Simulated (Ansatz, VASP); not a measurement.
**BeS: VASP beside Ansatz**

```
CELL_PARAMETERS angstrom
3.46039 0.00000 0.00000
-1.73019 2.99678 0.00000
0.00000 0.00000 7.70406
ATOMIC_POSITIONS crystal
Be 0.33333 0.66667 0.25000
Be 0.66667 0.33333 0.75000
S 0.66667 0.33333 0.25000
S 0.33333 0.66667 0.75000
```

Alike in both runs: task single point; functional PBE; k mesh 9 × 9 × 4; no spin polarisation.

```csv
,VASP,Ansatz
version,VASP 6.6.1,Ansatz 0.2.0
potentials or method,"VASP PAW PBE potentials, release 64 (Be, S)","plane waves, PAW"
plane-wave cutoff (eV),520,420
occupations,"gaussian, width 0.01 eV",fixed
valence electrons in the cell,16,16
```

Ansatz gave:

* gap on the k mesh at the Fermi level (eV): 4.20
* pressure (GPa): 0.0

**Question.** Which values does VASP return?

**Answer.** gap on the k mesh at the Fermi level (eV): 4.22; pressure (GPa): 0.0.
